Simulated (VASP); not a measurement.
# S (Fd-3m) in VASP: notebook

The runs below take S through single point, relaxation of cell and atoms, with PBE.

All numbers are computed with VASP 6.6.1; they aren't measurements. Logs are shortened: lines on timing, memory, paths and dates and some standing lists are left out, and cuts for length are marked.

## Step 1: The cell of the first run

The structure is cubic, space group Fd-3m (No. 227). The conventional cell has a = 5.789 Å, b = 5.789 Å, c = 5.789 Å, α = 90.00°, β = 90.00°, γ = 90.00°. S (site symmetry -43m) has 4 S at 2.51 Å within 3.3 Å.

## Step 2: Single point, PBE

Contents of INCAR:

```
  PREC = Accurate
  ENCUT = 520
  EDIFF = 1E-6
  ISMEAR = -1
  SIGMA = 0.05
  LREAL = F
  LASPH = T
  NELM = 60
  ALGO = Normal
  ISIF = 2
  LWAVE = F
  LCHARG = T
  GGA = PE
  LELF = T
  LVHAR = T
  NBANDS = 13
```

Contents of KPOINTS:

```
Automatic mesh
0
Gamma
  7 7 7
```

Contents of POSCAR:

```
S
1.0
    0.0000000000      2.8942724955      2.8942724955
    2.8942724955      0.0000000000      2.8942724955
    2.8942724955      2.8942724955      0.0000000000
S
2
Direct
    1.0000000000      1.0000000000      1.0000000000
    0.2500000000      0.2500000000      0.2500000000
```

Potentials or basis: VASP PAW PBE potentials, release 64 (S).

Started as:

```sh
cat potpaw_PBE.64/S/POTCAR > POTCAR
mpirun -np 1 vasp_std > vasp.out
```

OUTCAR:

```text
PREC = Accurate
   ENCUT = 520
   EDIFF = 1E-6
   ISMEAR = -1
   LREAL = F
   LASPH = T
   NELM = 60
   ISIF = 2
   GGA = PE

 ion  position               nearest neighbor table
   1  0.000  0.000  0.000-   2 2.51   2 2.51   2 2.51   2 2.51
   2  0.250  0.250  0.250-   1 2.51   1 2.51   1 2.51   1 2.51

  LATTYP: Found a face centered cubic cell.
 ALAT       =     5.7885449910

  Lattice vectors:

 A1 = (   0.0000000000,   2.8942724955,   2.8942724955)
 A2 = (   2.8942724955,   0.0000000000,   2.8942724955)
 A3 = (   2.8942724955,   2.8942724955,   0.0000000000)

Analysis of symmetry for initial positions (statically):
[... 6 lines left out ...]

 Subroutine GETGRP returns: Found 48 space group operations
 (whereof 24 operations were pure point group operations)
 out of a pool of 48 trial point group operations.

The static configuration has the point symmetry T_d .
 The point group associated with its full space group is O_h .

Analysis of symmetry for dynamics (positions and initial velocities):
[... 6 lines left out ...]

 Subroutine GETGRP returns: Found 48 space group operations
 (whereof 24 operations were pure point group operations)
 out of a pool of 48 trial point group operations.

The dynamic configuration has the point symmetry T_d .
 The point group associated with its full space group is O_h .

 Subroutine INISYM returns: Found 48 space group operations
 (whereof 24 operations are pure point group operations),
 and found     1 'primitive' translations

----------------------------------------------------------------------------------------

                                     Primitive cell

  volume of cell :      48.4896

  direct lattice vectors                    reciprocal lattice vectors
     0.000000000  2.894272496  2.894272496    -0.172754984  0.172754984  0.172754984
     2.894272496  0.000000000  2.894272496     0.172754984 -0.172754984  0.172754984
     2.894272496  2.894272496  0.000000000     0.172754984  0.172754984 -0.172754984

  length of vectors
     4.093119416  4.093119416  4.093119416     0.299220410  0.299220410  0.299220410

  position of ions in fractional coordinates (direct lattice)
     0.000000000  0.000000000  0.000000000
     0.250000000  0.250000000  0.250000000

  ion indices of the primitive-cell ions
   primitive index   ion index
                 1           1
                 2           2

----------------------------------------------------------------------------------------

 KPOINTS: Automatic mesh

Automatic generation of k-mesh.
 Grid dimensions read from file:
 generate k-points for:    7    7    7

 Generating k-lattice:

  Cartesian coordinates                     Fractional coordinates (reciprocal lattice)
    -0.024679283  0.024679283  0.024679283     0.142857143  0.000000000  0.000000000
     0.024679283 -0.024679283  0.024679283     0.000000000  0.142857143  0.000000000
     0.024679283  0.024679283 -0.024679283     0.000000000  0.000000000  0.142857143

  Length of vectors
     0.042745773  0.042745773  0.042745773

  Shift w.r.t. Gamma in fractional coordinates (k-lattice)
     0.000000000  0.000000000  0.000000000

 Subroutine IBZKPT returns following result:
 ===========================================

 Found     20 irreducible k-points:

 Following reciprocal coordinates:
            Coordinates               Weight
  0.000000  0.000000  0.000000      1.000000
  0.142857  0.000000  0.000000      8.000000
  0.285714  0.000000  0.000000      8.000000
  0.428571  0.000000  0.000000      8.000000
  0.142857  0.142857  0.000000      6.000000
  0.285714  0.142857  0.000000     24.000000
[... 12 lines left out ...]
 -0.428571  0.428571  0.142857     24.000000
 -0.285714  0.428571  0.142857     24.000000
   k-points           NKPTS =     20   k-points in BZ     NKDIM =     20   number of bands    NBANDS=     13
   number of dos      NEDOS =    301   number of ions     NIONS =      2
   total plane-waves  NPLWV =  27000
   dimension x,y,z NGX =    30 NGY =   30 NGZ =   30
   dimension x,y,z NGXF=    60 NGYF=   60 NGZF=   60
   ions per type =               2
   NGX,Y,Z   is equivalent  to a cutoff of  12.18, 12.18, 12.18 a.u.
   NGXF,Y,Z  is equivalent  to a cutoff of  24.37, 24.37, 24.37 a.u.
 SYSTEM =  unknown system
   PREC   = accura    normal or accurate (medium, high low for compatibility)
   ISTART =      0    job   : 0-new  1-cont  2-samecut
   ICHARG =      2    charge: 1-file 2-atom 10-const
   ISPIN  =      1    spin polarized calculation?
   LNONCOLLINEAR =      F non collinear calculations
   LSORBIT =      F    spin-orbit coupling
   LASPH  =      T    aspherical Exc in radial PAW
   ENCUT  =  520.0 eV  38.22 Ry    6.18 a.u.   7.61  7.61  7.61*2*pi/ulx,y,z
   NELM   =     60;   NELMIN=  2; NELMDL= -5     # of ELM steps
   EDIFF  = 0.1E-05   stopping-criterion for ELM
   LREAL  =      F    real-space projection
   EDIFFG = 0.1E-04   stopping-criterion for IOM
   NSW    =      0    number of steps for IOM
   IBRION =     -1    ionic relax: 0-MD 1-quasi-New 2-CG
   NFREE  =      0    steps in history (QN), initial steepest desc. (CG)
   ISIF   =      2    stress and relaxation
   ISYM   =      2    0-nonsym 1-usesym 2-fastsym
   POTIM  = 0.5000    time-step for ionic-motion
   TEBEG  =    0.0;   TEEND  =   0.0 temperature during run
   PSTRESS=    0.0 pullay stress
   NELECT =      12.0000    total number of electrons
   NUPDOWN=      -1.0000    fix difference up-down
   EMIN   =  10.00;   EMAX   =-10.00  energy-range for DOS
   EFERMI =   0.00;   METHOD = LEGACY
   ISMEAR =    -1;   SIGMA  =   0.05  broadening in eV -4-tet -1-fermi 0-gaus
   EFERMI_NEDOS =   21; number of points for ismear=-14 and -15
   IALGO  =     38    algorithm
   IMIX   =      4    mixing-type and parameters
     AMIX     =   0.40;   BMIX     =  1.00
     AMIX_MAG =   1.60;   BMIX_MAG =  1.00
  volume/ion in A,a.u.               =      24.24       163.61
  Fermi-wavevector in a.u.,A,eV,Ry     =   1.027825  1.942308 14.373523  1.056424
  Thomas-Fermi vector in A             =   2.161790
   LORBIT       =      0    0 simple, 1 ext, 2 COOP (PROOUT), +10 PAW based schemes
   GGA     = PE    functional components
   LHFCALC =     F    Hartree Fock is set to
   AEXX    =    0.0000 exact exchange contribution
   IVDW    =     0    specifies the selected vdW correction
   LEPSILON=     F    determine dielectric tensor
   LRPA    =     F    only Hartree local field effects (RPA)
 non-spin polarized calculation
  energy-cutoff  :      520.00
  volume of cell :       48.49
 maximum number of plane-waves:      1326
   NGX = 15   NGY = 15   NGZ = 15

 number of electron      11.9999997 magnetization

 Free energy of the ion-electron system (eV)
  ---------------------------------------------------
  ext. energy  EPLUGINS =         0.00000000
  ---------------------------------------------------
  free energy    TOTEN  =        -6.26148393 eV

  energy without entropy =       -6.24820284  energy(sigma->0) =       -6.25484339

 E-fermi :   3.4741     XC(G=0):  -8.7020

 val. band max:        3.3221327965   @ k =   0.2857   0.0000   0.0000
 cond. band min:       3.4879790433   @ k =  -0.2857   0.1429   0.0000
 fundamental gap:      0.1658462468
 Fermi energy:         3.4740736829

 k-point     1 :       0.0000    0.0000    0.0000
  band No.  band energies     occupation
      1     -12.2883      2.00000
      2      -5.6548      2.00000
      3      -0.3802      2.00000
      4      -0.3802      2.00000
      5      -0.3802      2.00000
      6       2.5258      2.00000
      7       2.5258      2.00000
      8       2.5258      2.00000
      9       9.0610      0.00000
     10      11.3178      0.00000
     11      11.3178      0.00000
     12      13.9996      0.00000
     13      13.9996      0.00000

 k-point     2 :       0.1429    0.0000    0.0000
  band No.  band energies     occupation
      1     -12.1246      2.00000
      2      -6.1610      2.00000
      3      -0.5669      2.00000
      4      -0.5669      2.00000
      5      -0.3683      2.00000
      6       2.8084      2.00000
      7       2.8084      2.00000
      8       2.8753      1.99999
      9       9.6673      0.00000
     10      10.9476      0.00000
     11      10.9476      0.00000
     12      13.6292      0.00000
     13      14.9877      0.00000

 k-point     3 :       0.2857    0.0000    0.0000
  band No.  band energies     occupation
      1     -11.6764      2.00000
      2      -7.2393      2.00000
      3      -0.8973      2.00000
      4      -0.8973      2.00000
      5      -0.5508      2.00000
      6       3.3221      1.90859
      7       3.3221      1.90859
      8       3.9828      0.00008
      9      10.5651      0.00000
     10      10.8776      0.00000
     11      10.8776      0.00000
     12      13.4476      0.00000
     13      15.7370      0.00000
[... 241 lines left out ...]
 k-point    19 :      -0.4286    0.4286    0.1429
  band No.  band energies     occupation
      1     -10.3381      2.00000
      2      -9.1868      2.00000
      3      -2.2185      2.00000
      4      -2.0026      2.00000
      5       1.7869      2.00000
      6       2.1769      2.00000
      7       5.1038      0.00000
      8       5.2797      0.00000
      9       9.7774      0.00000
     10      10.1453      0.00000
     11      13.2812      0.00000
     12      14.1739      0.00000
     13      15.3400      0.00000

 k-point    20 :      -0.2857    0.4286    0.1429
  band No.  band energies     occupation
      1     -10.1557      2.00000
      2      -9.3877      2.00000
      3      -2.4584      2.00000
      4      -1.9551      2.00000
      5       1.7812      2.00000
      6       2.9344      1.99996
      7       4.9273      0.00000
      8       4.9736      0.00000
      9       9.3081      0.00000
     10      10.3590      0.00000
     11      12.6448      0.00000
     12      14.7004      0.00000
     13      16.5321      0.00000

------------------------ aborting loop because EDIFF is reached ----------------------------------------

  FORCE on cell =-STRESS in cart. coord.  units (eV):
  Direction    XX          YY          ZZ          XY          YZ          ZX
  --------------------------------------------------------------------------------------
  -------------------------------------------------------------------------------------
  Total       -0.0229142     -0.0229142     -0.0229142     -0.0000000      0.0000000     -0.0000000
  in kB       -0.7571234     -0.7571234     -0.7571234     -0.0000000      0.0000000     -0.0000000
  external PRESSURE =      -0.7571234 kB  Pullay stress =       0.0000000 kB

 VOLUME and BASIS-vectors are now :
 -----------------------------------------------------------------------------
  energy-cutoff  :      520.00
  volume of cell :       48.49
      direct lattice vectors                 reciprocal lattice vectors
     0.000000000  2.894272496  2.894272496    -0.172754984  0.172754984  0.172754984
     2.894272496  0.000000000  2.894272496     0.172754984 -0.172754984  0.172754984
     2.894272496  2.894272496  0.000000000     0.172754984  0.172754984 -0.172754984

 POSITION                                       TOTAL-FORCE (eV/Angst)
 -----------------------------------------------------------------------------------
      0.00000      0.00000      0.00000         0.000000     -0.000000     -0.000000
      1.44714      1.44714      1.44714        -0.000000      0.000000      0.000000
 -----------------------------------------------------------------------------------
    total drift:                                0.000000     -0.000000     -0.000000

  FREE ENERGIE OF THE ION-ELECTRON SYSTEM (eV)
  ---------------------------------------------------
  free  energy   TOTEN  =        -6.2614839292 eV

  energy  without entropy=       -6.2482028445  energy(sigma->0) =       -6.25484339
```

It took 5.8 s on 1 thread of AMD EPYC 9R45 (Zen 5), shared host; peak memory 0.13 GiB.

Results:

```
Free energy            : -6.2615 eV
Pressure               : -0.1 GPa
Band gap on the k mesh : zero (band 6 reaches 3.66 eV, above the bottom of band 7 at 2.53 eV)
```

## Step 3: Relaxation of cell and atoms, PBE

Contents of INCAR:

```
SYSTEM = S
  PREC = Accurate
  ENCUT = 600
  EDIFF = 1E-7
  ISMEAR = -1
  SIGMA = 0.05
  LREAL = .False.
  LASPH = .True.
  NELM = 100
  ALGO = Normal
  ISIF = 3
  LWAVE = .False.
  LCHARG = .False.
  GGA = PE
  IBRION = 2
  NSW = 80
  EDIFFG = -0.01
```

Contents of KPOINTS:

```
regular mesh
0
Gamma
  7 7 7
  0 0 0
```

POSCAR is that of step 2.

Potentials or basis: VASP PAW PBE potentials, release 64 (S).

Started as:

```sh
cat potpaw_PBE.64/S/POTCAR > POTCAR
mpirun -np 1 vasp_std > vasp.out
```

Run time: 7.8 s. Hardware: 1 thread of AMD EPYC 9R45 (Zen 5), shared host; peak memory 0.16 GiB.

The run converged. Its results:

```yaml
Free_energy: -6.2617 eV
Pressure_after_relaxing: 0.0 GPa
Band_gap_on_the_k_mesh: zero (band 6 reaches 3.66 eV, above the bottom of band 7 at 2.53 eV)
```

Final structure:
```yaml
crystal:
  lattice:
    - [0.00000, 2.89427, 2.89427]
    - [2.89427, 0.00000, 2.89427]
    - [2.89427, 2.89427, 0.00000]
  atoms:
    - { symbol: S, position: [0.00000, 0.00000, 0.00000] }
    - { symbol: S, position: [0.25000, 0.25000, 0.25000] }
```

Levels at points of the mesh, in eV from the Fermi level:
```tsv
k point	band 2	band 3	band 4	band 5	band 6	band 7	band 8	band 9	band 10
(0.00, 0.00, 0.00)	-9.13	-3.85	-3.85	-3.85	-0.95	-0.95	-0.95	5.59	7.84
```

Caveat: the relaxation stopped at its first step, so nothing moved.
